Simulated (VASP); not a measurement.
A run of VASP 6.6.1 is set up as follows.

The input POSCAR:

```
ZnS
1.0
    3.7332026603      0.0000000000      0.0000000000
   -1.8666013302      3.2330483413      0.0000000000
    0.0000000000      0.0000000000      6.1067398017
Zn S
2 2
Direct
    0.6666666667      0.3333333333      0.5000000000
    0.3333333333      0.6666666667      0.0000000000
    0.6666666667      0.3333333333      0.8850000000
    0.3333333333      0.6666666667      0.3850000000
```

The input INCAR.step1:

```
SYSTEM = ZnS
PREC = Accurate
ENCUT = 520
ISMEAR = -1
SIGMA = 0.05
LREAL = .False.
LASPH = .True.
NELM = 60
NBANDS = 26
GGA = PE
ALGO = Normal
EDIFF = 1E-4
LWAVE = .True.
LCHARG = .False.
```

INCAR.step2

```
SYSTEM = ZnS
PREC = Accurate
ENCUT = 520
EDIFF = 1E-7
ISMEAR = -1
SIGMA = 0.05
LREAL = .False.
LASPH = .True.
NELM = 60
ALGO = Normal
ISIF = 2
LWAVE = .False.
LCHARG = .False.
METAGGA = R2SCAN
LMIXTAU = .True.
IVDW = 13
VDW_S6 = 1.0
VDW_S8 = 0.6018749
VDW_A1 = 0.51559235
VDW_A2 = 5.77342911
NBANDS = 26
ISTART = 1
```

KPOINTS

```
Automatic mesh
0
Gamma
  8 8 5
  0 0 0
```

Potentials or basis: VASP PAW PBE potentials, release 64 (Zn, S).

The run is started by

```bash
$ cat potpaw_PBE.64/Zn/POTCAR potpaw_PBE.64/S/POTCAR > POTCAR
$ cp INCAR.step1 INCAR
$ mpirun -np 1 vasp_std > vasp.out
$ cp INCAR.step2 INCAR
$ mpirun -np 1 vasp_std > vasp.out
```

Problem. What does it give for the dispersion energy per atom?

Solution. -0.123 eV.

Problem. Predict the largest force.

Solution. 0.410 eV/Å.

Problem. Estimate the band gap on the k mesh.

Solution. 3.14 eV.

Stress tensor (GPa, compression positive):
```
5.78 0.00 0.00
0.00 5.78 0.00
0.00 0.00 2.79
```

Caveat: the cell stands under pressure; the PAW data sets were made with another functional, which shifts forces and pressure a little. r2SCAN opens gaps a little over a GGA but as a rule still falls short of measured ones.
